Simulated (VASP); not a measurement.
# CdTe (I-4m2) in VASP: a series of runs

CdTe is run at these levels: PBEsol; tasks: single point.

Program: VASP 6.6.1. These are calculated values, not measurements. Logs are shortened: lines on timing, memory, paths and dates and some standing lists are left out, and cuts for length are marked.

## Step 1: The cell of the first run

The structure is tetragonal, space group I-4m2 (No. 119). The conventional cell has a = 4.544 Å, b = 4.544 Å, c = 6.577 Å, α = 90.00°, β = 90.00°, γ = 90.00°. Within 3.7 Å of Cd (site symmetry -4m2) lie 4 Te at 2.80 Å. Within 3.7 Å of Te (site symmetry -4m2) lie 4 Cd at 2.80 Å.

## Step 2: Single point, PBEsol

Input file INCAR:

```
SYSTEM = CdTe
  PREC = Accurate
  ENCUT = 500
  EDIFF = 1E-6
  ISMEAR = 0
  SIGMA = 0.01
  LREAL = .False.
  LASPH = .True.
  NELM = 120
  ALGO = Normal
  ISIF = 2
  LWAVE = .False.
  LCHARG = .False.
  GGA = PS
  NBANDS = 16
  GGA_COMPAT = .False.
```

Input file KPOINTS:

```
Automatic mesh
0
Gamma
  4 4 4
  0 0 0
```

Input file POSCAR:

```
CdTe
1.0
    0.0000000000      3.2128218957      3.2884667130
    3.2128218957      0.0000000000      3.2884667130
    3.2128218957      3.2128218957      0.0000000000
Cd Te
1 1
Direct
    0.0000000000      0.0000000000      0.0000000000
    0.2500000000      0.2500000000      0.2500000000
```

Potentials or basis: VASP PAW PBE potentials, release 64 (Cd, Te).

On the command line:

```bash
cat potpaw_PBE.64/Cd/POTCAR potpaw_PBE.64/Te/POTCAR > POTCAR
mpirun -np 1 vasp_std > vasp.out
```

OUTCAR:

```text
SYSTEM = CdTe
   PREC = Accurate
   ENCUT = 500
   EDIFF = 1E-6
   ISMEAR = 0
   LREAL = .False.
   LASPH = .True.
   NELM = 120
   ISIF = 2
   GGA = PS

 ion  position               nearest neighbor table
   1  0.000  0.000  0.000-   2 2.80   2 2.80   2 2.80   2 2.80
   2  0.250  0.250  0.250-   1 2.80   1 2.80   1 2.80   1 2.80

  LATTYP: Found a body centered tetragonal cell.
 ALAT       =     4.5436162984
 C/A-ratio  =     1.4475107478

  Lattice vectors:

 A1 = (  -3.2128218957,   0.0000000000,   3.2884667130)
 A2 = (   3.2128218957,   0.0000000000,   3.2884667130)
 A3 = (   0.0000000000,   3.2128218957,  -3.2884667130)

Analysis of symmetry for initial positions (statically):
=====================================================================
 Subroutine PRICEL returns:
 Original cell was already a primitive cell.

 Routine SETGRP: Setting up the symmetry group for a
 body centered tetragonal supercell.

 Subroutine GETGRP returns: Found  8 space group operations
 (whereof  8 operations were pure point group operations)
 out of a pool of 16 trial point group operations.

The static configuration has the point symmetry D_2d.

Analysis of symmetry for dynamics (positions and initial velocities):
=====================================================================
 Subroutine PRICEL returns:
 Original cell was already a primitive cell.

 Routine SETGRP: Setting up the symmetry group for a
 body centered tetragonal supercell.

 Subroutine GETGRP returns: Found  8 space group operations
 (whereof  8 operations were pure point group operations)
 out of a pool of 16 trial point group operations.

The dynamic configuration has the point symmetry D_2d.

 Subroutine INISYM returns: Found  8 space group operations
 (whereof  8 operations are pure point group operations),
 and found     1 'primitive' translations

----------------------------------------------------------------------------------------

                                     Primitive cell

  volume of cell :      67.8886

  direct lattice vectors                    reciprocal lattice vectors
     0.000000000  3.212821896  3.288466713    -0.155626429  0.155626429  0.152046544
     3.212821896  0.000000000  3.288466713     0.155626429 -0.155626429  0.152046544
     3.212821896  3.212821896  0.000000000     0.155626429  0.155626429 -0.152046544

  length of vectors
     4.597416433  4.597416433  4.543616298     0.267502005  0.267502005  0.267502005

  position of ions in fractional coordinates (direct lattice)
     0.000000000  0.000000000  0.000000000
     0.250000000  0.250000000  0.250000000

  ion indices of the primitive-cell ions
   primitive index   ion index
                 1           1
                 2           2

----------------------------------------------------------------------------------------

 KPOINTS: Automatic mesh

Automatic generation of k-mesh.
 Grid dimensions read from file:
 generate k-points for:    4    4    4

 Generating k-lattice:

  Cartesian coordinates                     Fractional coordinates (reciprocal lattice)
    -0.038906607  0.038906607  0.038011636     0.250000000 -0.000000000  0.000000000
     0.038906607 -0.038906607  0.038011636    -0.000000000  0.250000000  0.000000000
     0.038906607  0.038906607 -0.038011636     0.000000000  0.000000000  0.250000000

  Length of vectors
     0.066875501  0.066875501  0.066875501

  Shift w.r.t. Gamma in fractional coordinates (k-lattice)
     0.000000000  0.000000000  0.000000000

 Subroutine IBZKPT returns following result:
 ===========================================

 Found     13 irreducible k-points:

 Following reciprocal coordinates:
            Coordinates               Weight
  0.000000  0.000000  0.000000      1.000000
  0.250000  0.000000  0.000000      8.000000
  0.500000  0.000000  0.000000      4.000000
  0.250000  0.250000  0.000000      2.000000
  0.500000  0.250000  0.000000      8.000000
 -0.250000  0.250000  0.000000      4.000000
  0.500000  0.500000  0.000000      1.000000
  0.250000  0.000000  0.250000      4.000000
  0.500000  0.000000  0.250000     16.000000
 -0.250000  0.000000  0.250000      8.000000
 -0.250000  0.500000  0.250000      4.000000
  0.500000  0.000000  0.500000      2.000000
 -0.250000  0.250000  0.500000      2.000000
   k-points           NKPTS =     13   k-points in BZ     NKDIM =     13   number of bands    NBANDS=     16
   number of dos      NEDOS =    301   number of ions     NIONS =      2
   total plane-waves  NPLWV =  46656
   dimension x,y,z NGX =    36 NGY =   36 NGZ =   36
   dimension x,y,z NGXF=    72 NGYF=   72 NGZF=   72
   ions per type =               1   1
   NGX,Y,Z   is equivalent  to a cutoff of  13.02, 13.02, 13.17 a.u.
   NGXF,Y,Z  is equivalent  to a cutoff of  26.04, 26.04, 26.34 a.u.
 SYSTEM =  CdTe
   PREC   = accura    normal or accurate (medium, high low for compatibility)
   ISTART =      0    job   : 0-new  1-cont  2-samecut
   ICHARG =      2    charge: 1-file 2-atom 10-const
   ISPIN  =      1    spin polarized calculation?
   LNONCOLLINEAR =      F non collinear calculations
   LSORBIT =      F    spin-orbit coupling
   LASPH  =      T    aspherical Exc in radial PAW
   ENCUT  =  500.0 eV  36.75 Ry    6.06 a.u.   8.38  8.38  8.28*2*pi/ulx,y,z
   NELM   =    120;   NELMIN=  2; NELMDL= -5     # of ELM steps
   EDIFF  = 0.1E-05   stopping-criterion for ELM
   LREAL  =      F    real-space projection
   EDIFFG = 0.1E-04   stopping-criterion for IOM
   NSW    =      0    number of steps for IOM
   IBRION =     -1    ionic relax: 0-MD 1-quasi-New 2-CG
   NFREE  =      0    steps in history (QN), initial steepest desc. (CG)
   ISIF   =      2    stress and relaxation
   ISYM   =      2    0-nonsym 1-usesym 2-fastsym
   POTIM  = 0.5000    time-step for ionic-motion
   TEBEG  =    0.0;   TEEND  =   0.0 temperature during run
   PSTRESS=    0.0 pullay stress
   NELECT =      18.0000    total number of electrons
   NUPDOWN=      -1.0000    fix difference up-down
   EMIN   =  10.00;   EMAX   =-10.00  energy-range for DOS
   EFERMI =   0.00;   METHOD = LEGACY
   ISMEAR =     0;   SIGMA  =   0.01  broadening in eV -4-tet -1-fermi 0-gaus
   EFERMI_NEDOS =   21; number of points for ismear=-14 and -15
   IALGO  =     38    algorithm
   IMIX   =      4    mixing-type and parameters
     AMIX     =   0.40;   BMIX     =  1.00
     AMIX_MAG =   1.60;   BMIX_MAG =  1.00
  volume/ion in A,a.u.               =      33.94       229.07
  Fermi-wavevector in a.u.,A,eV,Ry     =   1.051720  1.987462 15.049604  1.106115
  Thomas-Fermi vector in A             =   2.186774
   LORBIT       =      0    0 simple, 1 ext, 2 COOP (PROOUT), +10 PAW based schemes
   GGA     = PS    functional components
   LHFCALC =     F    Hartree Fock is set to
   AEXX    =    0.0000 exact exchange contribution
   IVDW    =     0    specifies the selected vdW correction
   LEPSILON=     F    determine dielectric tensor
   LRPA    =     F    only Hartree local field effects (RPA)
 non-spin polarized calculation
 Gauss-broadening in eV      SIGMA  =   0.01
  energy-cutoff  :      500.00
  volume of cell :       67.89
 maximum number of plane-waves:      1744
 NGX is ok and might be reduce to    36
   NGX = 17   NGY = 17   NGZ = 17

 number of electron      17.9999997 magnetization

 Free energy of the ion-electron system (eV)
  ---------------------------------------------------
  ext. energy  EPLUGINS =         0.00000000
  ---------------------------------------------------
  free energy    TOTEN  =        -5.42034645 eV

  energy without entropy =       -5.42034645  energy(sigma->0) =       -5.42034645

 E-fermi :   2.3713     XC(G=0):  -8.7789

 val. band max:        2.2888618094   @ k =   0.0000   0.0000   0.0000
 cond. band min:       2.9151509507   @ k =   0.0000   0.0000   0.0000
 fundamental gap:      0.6262891413
 Fermi energy:         2.3713150508

 k-point     1 :       0.0000    0.0000    0.0000
  band No.  band energies     occupation
      1      -8.9586      2.00000
      2      -6.0382      2.00000
      3      -6.0322      2.00000
      4      -6.0322      2.00000
      5      -5.7723      2.00000
      6      -5.7683      2.00000
[... 8 lines left out ...]
     15      11.4163      0.00000
     16      11.7616      0.00000

 k-point     2 :       0.2500    0.0000    0.0000
  band No.  band energies     occupation
      1      -8.7531      2.00000
      2      -6.0003      2.00000
      3      -5.9955      2.00000
      4      -5.8379      2.00000
      5      -5.7705      2.00000
      6      -5.7702      2.00000
[... 8 lines left out ...]
     15      10.6430      0.00000
     16      10.6807      0.00000

 k-point     3 :       0.5000    0.0000    0.0000
  band No.  band energies     occupation
      1      -8.5497      2.00000
      2      -5.9735      2.00000
      3      -5.9669      2.00000
      4      -5.7632      2.00000
      5      -5.7593      2.00000
      6      -5.4176      2.00000
[... 8 lines left out ...]
     15      12.4447      0.00000
     16      12.5820      0.00000

 k-point     4 :       0.2500    0.2500    0.0000
  band No.  band energies     occupation
      1      -8.6918      2.00000
      2      -5.9542      2.00000
      3      -5.9542      2.00000
      4      -5.8737      2.00000
      5      -5.7564      2.00000
      6      -5.7543      2.00000
[... 8 lines left out ...]
     15      12.2651      0.00000
     16      12.6692      0.00000

 k-point     5 :       0.5000    0.2500    0.0000
  band No.  band energies     occupation
      1      -8.4924      2.00000
      2      -5.9384      2.00000
      3      -5.9153      2.00000
      4      -5.8086      2.00000
      5      -5.7554      2.00000
      6      -5.3760      2.00000
[... 8 lines left out ...]
     15      12.7373      0.00000
     16      13.0757      0.00000

 k-point     6 :      -0.2500    0.2500    0.0000
  band No.  band energies     occupation
      1      -8.5519      2.00000
      2      -5.9544      2.00000
      3      -5.9511      2.00000
      4      -5.7794      2.00000
      5      -5.7793      2.00000
      6      -5.4915      2.00000
[... 8 lines left out ...]
     15      11.8225      0.00000
     16      13.0774      0.00000

 k-point     7 :       0.5000    0.5000    0.0000
  band No.  band energies     occupation
      1      -8.4322      2.00000
      2      -5.8739      2.00000
      3      -5.8674      2.00000
      4      -5.8674      2.00000
      5      -5.7402      2.00000
      6      -5.3050      2.00000
[... 8 lines left out ...]
     15      13.1349      0.00000
     16      13.8266      0.00000

 k-point     8 :       0.2500    0.0000    0.2500
  band No.  band energies     occupation
      1      -8.6838      2.00000
      2      -5.9613      2.00000
      3      -5.9518      2.00000
      4      -5.8784      2.00000
      5      -5.7563      2.00000
      6      -5.7357      2.00000
[... 8 lines left out ...]
     15      12.0285      0.00000
     16      12.8520      0.00000

 k-point     9 :       0.5000    0.0000    0.2500
  band No.  band energies     occupation
      1      -8.4863      2.00000
      2      -5.9376      2.00000
      3      -5.9165      2.00000
      4      -5.8148      2.00000
      5      -5.7535      2.00000
      6      -5.3575      2.00000
[... 8 lines left out ...]
     15      12.7239      0.00000
     16      13.2225      0.00000

 k-point    10 :      -0.2500    0.0000    0.2500
  band No.  band energies     occupation
      1      -8.5531      2.00000
      2      -5.9569      2.00000
      3      -5.9477      2.00000
      4      -5.7803      2.00000
      5      -5.7762      2.00000
      6      -5.5003      2.00000
[... 8 lines left out ...]
     15      11.6315      0.00000
     16      13.3586      0.00000

 k-point    11 :      -0.2500    0.5000    0.2500
  band No.  band energies     occupation
      1      -8.4288      2.00000
      2      -5.9080      2.00000
      3      -5.9063      2.00000
      4      -5.8005      2.00000
      5      -5.7697      2.00000
      6      -5.1982      2.00000
[... 8 lines left out ...]
     15      13.2389      0.00000
     16      13.4184      0.00000

 k-point    12 :       0.5000    0.0000    0.5000
  band No.  band energies     occupation
      1      -8.4217      2.00000
      2      -5.8815      2.00000
      3      -5.8756      2.00000
      4      -5.8603      2.00000
      5      -5.7387      2.00000
      6      -5.2655      2.00000
[... 8 lines left out ...]
     15      12.9857      0.00000
     16      13.6652      0.00000

 k-point    13 :      -0.2500    0.2500    0.5000
  band No.  band energies     occupation
      1      -8.4232      2.00000
      2      -5.9162      2.00000
      3      -5.8992      2.00000
      4      -5.8008      2.00000
      5      -5.7717      2.00000
      6      -5.1848      2.00000
[... 8 lines left out ...]
     15      13.5379      0.00000
     16      13.5551      0.00000

------------------------ aborting loop because EDIFF is reached ----------------------------------------

  FORCE on cell =-STRESS in cart. coord.  units (eV):
  Direction    XX          YY          ZZ          XY          YZ          ZX
  --------------------------------------------------------------------------------------
  -------------------------------------------------------------------------------------
  Total        0.3410317      0.3410317      0.1646646      0.0000000      0.0000000      0.0000000
  in kB        8.0483823      8.0483823      3.8860998      0.0000000      0.0000000      0.0000000
  external PRESSURE =       6.6609548 kB  Pullay stress =       0.0000000 kB

 VOLUME and BASIS-vectors are now :
 -----------------------------------------------------------------------------
  energy-cutoff  :      500.00
  volume of cell :       67.89
      direct lattice vectors                 reciprocal lattice vectors
     0.000000000  3.212821896  3.288466713    -0.155626429  0.155626429  0.152046544
     3.212821896  0.000000000  3.288466713     0.155626429 -0.155626429  0.152046544
     3.212821896  3.212821896  0.000000000     0.155626429  0.155626429 -0.152046544

 POSITION                                       TOTAL-FORCE (eV/Angst)
 -----------------------------------------------------------------------------------
      0.00000      0.00000      0.00000         0.000000      0.000000      0.000000
      1.60641      1.60641      1.64423        -0.000000     -0.000000     -0.000000
 -----------------------------------------------------------------------------------
    total drift:                                0.000000      0.000000     -0.000000

  FREE ENERGIE OF THE ION-ELECTRON SYSTEM (eV)
  ---------------------------------------------------
  free  energy   TOTEN  =        -5.4203464489 eV

  energy  without entropy=       -5.4203464489  energy(sigma->0) =       -5.42034645
```

Run time: 23 s. Hardware: 1 thread of Intel Xeon Platinum 8259CL at 2.50GHz (Skylake/Cascade Lake), shared host; peak memory 0.2 GiB.

What came out:

* Free energy: -5.4203 eV
* Pressure: 0.7 GPa
* Band gap on the k mesh: 0.63 eV

Stress tensor (GPa, compression positive):
```
0.80 0.00 0.00
0.00 0.80 0.00
0.00 0.00 0.39
```

Caveat: the k points lie up to 0.42 Å⁻¹ apart; the PAW data sets were made with another functional, which shifts forces and pressure a little; spin-orbit coupling is left out, which moves the levels of the heavy elements.

## Step 3: Single point, PBEsol

Input file INCAR:

```
PREC     = Accurate       # precision mode
ENCUT    = 500            # plane-wave cutoff, eV
EDIFF    = 1E-6           # SCF threshold, eV
ISMEAR   = 0              # smearing method
SIGMA    = 0.01           # smearing width, eV
LREAL    = F              # projectors in reciprocal space
LASPH    = T              # aspherical terms in the spheres
NELM     = 120            # most SCF steps
ALGO     = Normal         # electronic algorithm
ISIF     = 2              # what is computed and relaxed
LWAVE    = F              # write WAVECAR
LCHARG   = F              # write CHGCAR
GGA      = PS             # functional
NBANDS   = 16             # bands
GGA_COMPAT= F
```

Input file KPOINTS:

```
regular mesh
0
Gamma
  4 4 4
```

POSCAR is that of step 2.

Potentials or basis: VASP PAW PBE potentials, release 64 (Cd, Te).

On the command line:

```bash
cat potpaw_PBE.64/Cd/POTCAR potpaw_PBE.64/Te/POTCAR > POTCAR
mpirun -np 1 vasp_std > vasp.out
```

Run time: 31 s. Hardware: 1 thread of Intel Xeon Platinum 8259CL at 2.50GHz (Skylake/Cascade Lake), shared host; peak memory 0.2 GiB.

Results (log left out):

```
Free energy            : -5.4203 eV
Pressure               : 0.7 GPa
Band gap on the k mesh : 0.63 eV
```

Stress tensor (GPa, compression positive):
```
0.80 0.00 0.00
0.00 0.80 0.00
0.00 0.00 0.39
```

Levels at points of the mesh, in eV from the valence-band top:
| k point | band 5 | band 6 | band 7 | band 8 | band 9 | band 10 | band 11 | band 12 | band 13 | band 14 |
| --- | --- | --- | --- | --- | --- | --- | --- | --- | --- | --- |
| (0.00, 0.00, 0.00) | -8.06 | -8.06 | -0.08 | 0.00 | 0.00 | 0.63 | 4.50 | 4.50 | 4.50 | 7.27 |
| (0.50, 0.00, 0.00) | -8.05 | -7.71 | -4.53 | -0.88 | -0.76 | 1.69 | 5.02 | 5.15 | 6.90 | 8.50 |
| (0.50, 0.50, 0.00) | -8.03 | -7.59 | -4.48 | -1.86 | -1.86 | 2.50 | 2.67 | 8.60 | 9.04 | 9.04 |
| (0.50, 0.00, 0.50) | -8.03 | -7.55 | -4.36 | -1.98 | -1.94 | 2.41 | 2.50 | 8.76 | 8.94 | 9.11 |

Caveat: the k points lie up to 0.42 Å⁻¹ apart; the PAW data sets were made with another functional, which shifts forces and pressure a little; spin-orbit coupling is left out, which moves the levels of the heavy elements.
